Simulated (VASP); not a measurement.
Set up this calculation in VASP 6.6.1, as the native input.

* Task: single point
* Functional: PBE
* Potentials or basis: VASP PAW PBE potentials, release 64 (Pb_d, Se)
* Cutoff: 520 eV
* k mesh: 10 × 10 × 10
* Occupations: gaussian, width 0.03 eV
* Spin: no spin polarisation
* Dipole correction: no
* Further INCAR settings: ALGO = Normal; EDIFF = 1e-06; NBANDS = 17

The structure of PbSe lies in POSCAR:

```
PbSe
1.0
    0.0000000000      3.5349939539      2.2977460700
    3.5349939539      0.0000000000      2.2977460700
    3.5349939539      3.5349939539      0.0000000000
Pb Se
1 1
Direct
    0.0000000000      0.0000000000      0.0000000000
    0.5000000000      0.5000000000      0.5000000000
```

This cell differs from its parent crystal: ratio of the length along z to the lengths across it x 0.65, volume and fractional coordinates fixed.

These files were run (other wordings do the same):

INCAR

```
SYSTEM = PbSe
PREC     = Accurate       ! precision mode
ENCUT    = 520            ! plane-wave cutoff, eV
EDIFF    = 1E-6           ! SCF threshold, eV
ISMEAR   = 0              ! smearing method
SIGMA    = 0.03           ! smearing width, eV
LREAL    = .FALSE.        ! projectors in reciprocal space
LASPH    = .TRUE.         ! aspherical terms in the spheres
NELM     = 80             ! most SCF steps
ALGO     = Normal         ! electronic algorithm
ISIF     = 2              ! what is computed and relaxed
LWAVE    = .FALSE.        ! write WAVECAR
LCHARG   = .FALSE.        ! write CHGCAR
GGA      = PE             ! functional
NBANDS   = 17             ! bands
```

KPOINTS

```
Automatic mesh
0
G
  10 10 10
  0 0 0
```

Potentials or basis: VASP PAW PBE potentials, release 64 (Pb_d, Se).

Launch:

```bash
$ cat potpaw_PBE.64/Pb_d/POTCAR potpaw_PBE.64/Se/POTCAR > POTCAR
$ mpirun -np 1 vasp_std > vasp.out
```

It gave:

```
Pressure               : 28.9 GPa
Band gap on the k mesh : zero (band 10 reaches 7.02 eV, above the bottom of band 11 at 5.60 eV)
```

Caveat: spin-orbit coupling is left out, which moves the levels of the heavy elements.

Run time: 36 s on 1 thread of Intel(R) Xeon(R) 6975P-C (Granite Rapids), on a shared host, peak memory 0.26 GiB.
